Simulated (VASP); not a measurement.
# Gd (P6_3/mmc) in VASP: further runs

Gd is run at these levels: PBEsol; tasks: single point, relaxation of cell and atoms.

Everything below comes from runs of VASP 6.6.1. Logs are shortened: lines on timing, memory, paths and dates and some standing lists are left out, and cuts for length are marked.

## (1) The cell of the first run

It takes space group P6_3/mmc (No. 194, hexagonal). The conventional cell has a = 3.567 Å, b = 3.567 Å, c = 5.697 Å, α = 90.00°, β = 90.00°, γ = 120.00°. Gd (site symmetry -6m2) has 12 Gd at 3.51 to 3.57 Å within 4.6 Å.

## (2) Single point, PBEsol, collinear spin, ferromagnetic start

INCAR reads:

```
  PREC = Accurate
  ENCUT = 520
  EDIFF = 1E-6
  ISMEAR = -1
  SIGMA = 0.1
  LREAL = False
  LASPH = True
  NELM = 150
  ALGO = Normal
  ISIF = 2
  LWAVE = False
  LCHARG = False
  ISPIN = 2
  MAGMOM = 7 7
  LORBIT = 11
  LMAXMIX = 6
  GGA = PS
  NBANDS = 29
```

KPOINTS reads:

```
Automatic mesh
0
Gamma
  7 7 4
```

POSCAR reads:

```
Gd
1.0
    3.5668242385      0.0000000000      0.0000000000
   -1.7834121193      3.0889604014      0.0000000000
    0.0000000000      0.0000000000      5.6969710449
Gd
2
Direct
    0.3333333333      0.6666666667      0.2500000000
    0.6666666667      0.3333333333      0.7500000000
```

Potentials or basis: VASP PAW PBE potentials, release 64 (Gd).

Started as:

```bash
cat potpaw_PBE.64/Gd/POTCAR > POTCAR
mpirun -np 1 vasp_std > vasp.out
```

OUTCAR:

```text
PREC = Accurate
   ENCUT = 520
   EDIFF = 1E-6
   ISMEAR = -1
   LREAL = False
   LASPH = True
   NELM = 150
   ISIF = 2
   ISPIN = 2
   LORBIT = 11
   GGA = PS

 ion  position               nearest neighbor table
   1  0.333  0.667  0.250-   2 3.51   2 3.51   2 3.51   2 3.51   2 3.51   2 3.51
   2  0.667  0.333  0.750-   1 3.51   1 3.51   1 3.51   1 3.51   1 3.51   1 3.51

  LATTYP: Found a hexagonal cell.
 ALAT       =     3.5668242385
 C/A-ratio  =     1.5972110382

  Lattice vectors:

 A1 = (   3.5668242385,   0.0000000000,   0.0000000000)
 A2 = (  -1.7834121193,   3.0889604014,   0.0000000000)
 A3 = (   0.0000000000,   0.0000000000,   5.6969710449)

Analysis of symmetry for initial positions (statically):
=====================================================================
 Subroutine PRICEL returns:
 Original cell was already a primitive cell.

 Routine SETGRP: Setting up the symmetry group for a
 hexagonal supercell.

 Subroutine GETGRP returns: Found 24 space group operations
 (whereof 12 operations were pure point group operations)
 out of a pool of 24 trial point group operations.

The static configuration has the point symmetry D_3d.
 The point group associated with its full space group is D_6h.

Analysis of symmetry for dynamics (positions and initial velocities):
=====================================================================
 Subroutine PRICEL returns:
 Original cell was already a primitive cell.

 Routine SETGRP: Setting up the symmetry group for a
 hexagonal supercell.

 Subroutine GETGRP returns: Found 24 space group operations
 (whereof 12 operations were pure point group operations)
 out of a pool of 24 trial point group operations.

The dynamic configuration has the point symmetry D_3d.
 The point group associated with its full space group is D_6h.

Analysis of structural, dynamic, and magnetic symmetry:
=====================================================================
 Subroutine PRICEL returns:
 Original cell was already a primitive cell.

 Routine SETGRP: Setting up the symmetry group for a
 hexagonal supercell.

 Subroutine GETGRP returns: Found 24 space group operations
 (whereof 12 operations were pure point group operations)
 out of a pool of 24 trial point group operations.

The overall configuration has the point symmetry D_3d.
 The point group associated with its full space group is D_6h.

 Subroutine INISYM returns: Found 24 space group operations
[... 116 lines left out ...]
     AMIX_MAG =   1.60;   BMIX_MAG =  1.00
  volume/ion in A,a.u.               =      31.38       211.79
  Fermi-wavevector in a.u.,A,eV,Ry     =   1.360180  2.570367 25.171989  1.850089
  Thomas-Fermi vector in A             =   2.486864
   LORBIT       =     11    0 simple, 1 ext, 2 COOP (PROOUT), +10 PAW based schemes
   GGA     = PS    functional components
   LHFCALC =     F    Hartree Fock is set to
   AEXX    =    0.0000 exact exchange contribution
   IVDW    =     0    specifies the selected vdW correction
   LEPSILON=     F    determine dielectric tensor
   LRPA    =     F    only Hartree local field effects (RPA)
 spin polarized calculation
  energy-cutoff  :      520.00
  volume of cell :       62.77
 maximum number of plane-waves:      1725
 NGX is ok and might be reduce to    28
   NGX = 13   NGY = 13   NGZ = 21

 number of electron      35.9999999 magnetization      15.1058433

 Free energy of the ion-electron system (eV)
  ---------------------------------------------------
  ext. energy  EPLUGINS =         0.00000000
  ---------------------------------------------------
  free energy    TOTEN  =       -24.12238278 eV

  energy without entropy =      -23.99798054  energy(sigma->0) =      -24.06018166

 E-fermi :   3.0654     XC(G=0): -10.3473

 val. band max:        3.0644038976   @ k =   0.2857   0.0000   0.0000
 cond. band min:       3.0752144087   @ k =   0.1429   0.1429   0.2500
 fundamental gap:      0.0108105111
 Fermi energy:         3.0653797443

 spin component 1

 k-point     1 :       0.0000    0.0000    0.0000
  band No.  band energies     occupation
      1     -42.0266      1.00000
      2     -41.9399      1.00000
      3     -19.8719      1.00000
      4     -19.1414      1.00000
      5     -19.1414      1.00000
      6     -19.0181      1.00000
[... 757 lines left out ...]
     28       3.3825      0.04024
     29       5.5205      0.00000
 Fermi energy:         3.0653797443

 spin component 2

 k-point     1 :       0.0000    0.0000    0.0000
  band No.  band energies     occupation
      1     -38.8351      1.00000
      2     -38.7266      1.00000
      3     -17.6453      1.00000
      4     -16.7559      1.00000
      5     -16.7559      1.00000
      6     -16.6108      1.00000
[... 757 lines left out ...]
     28       4.7707      0.00000
     29       6.7143      0.00000

------------------------ aborting loop because EDIFF is reached ----------------------------------------

  FORCE on cell =-STRESS in cart. coord.  units (eV):
  Direction    XX          YY          ZZ          XY          YZ          ZX
  --------------------------------------------------------------------------------------
  -------------------------------------------------------------------------------------
  Total       -0.3448536     -0.3448536     -0.3408148      0.0000000      0.0000000      0.0000000
  in kB       -8.8025254     -8.8025254     -8.6994329      0.0000000      0.0000000      0.0000000
  external PRESSURE =      -8.7681612 kB  Pullay stress =       0.0000000 kB

 VOLUME and BASIS-vectors are now :
 -----------------------------------------------------------------------------
  energy-cutoff  :      520.00
  volume of cell :       62.77
      direct lattice vectors                 reciprocal lattice vectors
     3.566824239  0.000000000  0.000000000     0.280361446  0.161866756  0.000000000
    -1.783412119  3.088960401  0.000000000     0.000000000  0.323733512  0.000000000
     0.000000000  0.000000000  5.696971045     0.000000000  0.000000000  0.175531873

 POSITION                                       TOTAL-FORCE (eV/Angst)
 -----------------------------------------------------------------------------------
     -0.00000      2.05931      1.42424        -0.000000      0.000000      0.000000
      1.78341      1.02965      4.27273         0.000000     -0.000000      0.000000
 -----------------------------------------------------------------------------------
    total drift:                               -0.000000      0.000000     -0.000000

  FREE ENERGIE OF THE ION-ELECTRON SYSTEM (eV)
  ---------------------------------------------------
  free  energy   TOTEN  =       -24.1223827798 eV

  energy  without entropy=      -23.9979805402  energy(sigma->0) =      -24.06018166

 total charge

# of ion       s       p       d       f       tot
--------------------------------------------------
    1        2.075   5.544   0.598   6.988  15.206
    2        2.075   5.544   0.598   6.988  15.206
--------------------------------------------------
tot          4.151  11.089   1.197  13.976  30.412

 magnetization (x)

# of ion       s       p       d       f       tot
--------------------------------------------------
    1        0.005  -0.044   0.209   6.803   6.973
    2        0.005  -0.044   0.209   6.803   6.973
--------------------------------------------------
tot          0.010  -0.087   0.418  13.606  13.946
```

OSZICAR:

```text
N       E                     dE             d eps       ncg     rms          rms(c)
DAV:   1     0.260770808309E+03    0.26077E+03   -0.11913E+04  3800   0.611E+03
DAV:   2     0.397738997553E+02   -0.22100E+03   -0.19672E+03  3990   0.429E+02
DAV:   3    -0.107182861434E+02   -0.50492E+02   -0.47829E+02  4621   0.190E+02
[... 17 lines left out ...]
DAV:  21    -0.241223522464E+02   -0.35883E-04   -0.12186E-03  5131   0.580E-01    0.933E-01
DAV:  22    -0.241223868764E+02   -0.34630E-04   -0.82471E-04  4057   0.565E-01    0.172E-01
DAV:  23    -0.241223598843E+02    0.26992E-04   -0.85436E-05  4664   0.178E-01    0.849E-02
DAV:  24    -0.241223613054E+02   -0.14211E-05   -0.13619E-05  4043   0.231E-02    0.109E-01
DAV:  25    -0.241223828663E+02   -0.21561E-04   -0.21617E-05  3620   0.104E-01    0.243E-01
DAV:  26    -0.241223827798E+02    0.86494E-07   -0.21186E-06  2675   0.977E-03
   1 F= -.24122383E+02 E0= -.24060182E+02  d E =-.124402E+00  mag=    15.1050
```

stdout:

```text
POSCAR found type information on POSCAR Gd
 POSCAR found :  1 types and       2 ions
 scaLAPACK will be used
 -----------------------------------------------------------------------------
|                                                                             |
|                                                                             |
|     You enforced a specific xc type in the INCAR file but a different       |
|     I HOPE YOU KNOW WHAT YOU ARE DOING!                                     |
|                                                                             |
 -----------------------------------------------------------------------------

 LDA part: xc-table for (Slater+PW92), standard interpolation
 POSCAR, INCAR and KPOINTS ok, starting setup
 FFT: planning ... GRIDC
 FFT: planning ... GRID_SOFT
 FFT: planning ... GRID
 WAVECAR not read
 entering main loop
```

It took 93 s on 1 thread of Intel Xeon 6975P-C (Granite Rapids), shared host; peak memory 0.24 GiB.

What came out:

```yaml
Free_energy: -24.1224 eV
Pressure: -0.9 GPa
Net_moment: 15.11 μB per cell
Site_moments: Gd +6.97 μB
Valence_electrons_inside_the_program's_atomic_spheres: Gd 15.21
```

Caveat: the PAW data sets were made with another functional, which shifts forces and pressure a little; spin-orbit coupling is left out, which moves the levels of the heavy elements; semilocal functionals describe open f shells poorly, which spoils levels, moments and volumes. The state reached can hang on the start; a lower one may exist.

## (3) Relaxation of cell and atoms, PBEsol, collinear spin, ferromagnetic start

This run uses another cell than the first one, of 33.10 Å³/atom.

INCAR reads:

```
SYSTEM = Gd
ALGO = Normal
EDIFF = 1E-6
EDIFFG = -0.03
ENCUT = 600
GGA = PS
IBRION = 2
ISIF = 3
ISMEAR = -1
ISPIN = 2
LASPH = .True.
LCHARG = .False.
LMAXMIX = 6
LORBIT = 11
LREAL = .False.
LWAVE = .False.
MAGMOM = 7 7
NELM = 150
NSW = 80
PREC = Accurate
SIGMA = 0.1
```

KPOINTS reads:

```
k-points
0
Gamma
  7 7 4
  0 0 0
```

POSCAR reads:

```
Gd
1.0
    3.6360000000      0.0000000000      0.0000000000
   -1.8180000000      3.1488683700      0.0000000000
    0.0000000000      0.0000000000      5.7826000000
Gd
2
Direct
    0.3333333333      0.6666666667      0.2500000000
    0.6666666667      0.3333333333      0.7500000000
```

Potentials or basis: VASP PAW PBE potentials, release 64 (Gd).

Started as:

```bash
cat potpaw_PBE.64/Gd/POTCAR > POTCAR
mpirun -np 1 vasp_std > vasp.out
```

Wall time 8.1 min (1 thread of Intel Xeon 6975P-C (Granite Rapids), shared host); peak memory 0.31 GiB.

Results (log left out):

- Free energy: -24.1271 eV
- Relaxed volume: 31.43 Å³/atom
- Relaxed cell: a = 3.572 Å, b = 3.572 Å, c = 5.690 Å, α = 90.00°, β = 90.00°, γ = 120.00°
- Space group after relaxing (to 0.1 Å): P6_3/mmc (No. 194)
- Energy gained by relaxing: 9.1 meV/atom
- Ionic steps: 5
- Pressure after relaxing: 0.0 GPa
- Net moment: 15.12 μB per cell
- Site moments: Gd +6.97 μB
- Valence electrons inside the program's atomic spheres: Gd 15.21

Stress tensor (GPa, compression positive):
```
-0.02  0.00  0.00
 0.00 -0.02  0.00
 0.00  0.00  0.12
```

Step by step:
```csv
step,energy change (eV),largest force (eV/Å),pressure (GPa),volume (Å³)
1,0.0000,0.0000,-1.53,66.21
2,-0.0179,0.0000,-0.41,63.21
3,-0.0170,0.0000,0.31,62.00
4,-0.0180,0.0000,0.28,62.51
5,-0.0182,0.0000,0.03,62.86
```

Final structure:
```
CELL_PARAMETERS angstrom
3.57157 0.00000 0.00000
-1.78579 3.09307 0.00000
0.00000 0.00000 5.69040
ATOMIC_POSITIONS crystal
Gd 0.33333 0.66667 0.25000
Gd 0.66667 0.33333 0.75000
```

Levels at points of the mesh, in eV from the Fermi level:
Spin up:
```csv
k point,band 23,band 24,band 25,band 26,band 27,band 28,band 29
"(0.00, 0.00, 0.00)",-4.49,-2.53,1.28,1.39,1.39,1.56,2.06
"(0.00, 0.00, 0.50)",-3.56,-3.56,0.55,0.55,1.30,1.30,1.30
```
Spin down:
| k point | band 8 | band 9 | band 10 | band 11 | band 12 | band 13 |
| --- | --- | --- | --- | --- | --- | --- |
| (0.00, 0.00, 0.00) | -19.67 | -4.24 | -1.56 | 0.44 | 0.49 | 0.54 |
| (0.00, 0.00, 0.50) | -19.76 | -2.62 | -2.62 | 0.34 | 0.34 | 0.58 |

Caveat: the PAW data sets were made with another functional, which shifts forces and pressure a little; spin-orbit coupling is left out, which moves the levels of the heavy elements; semilocal functionals describe open f shells poorly, which spoils levels, moments and volumes. The state reached can hang on the start; a lower one may exist.
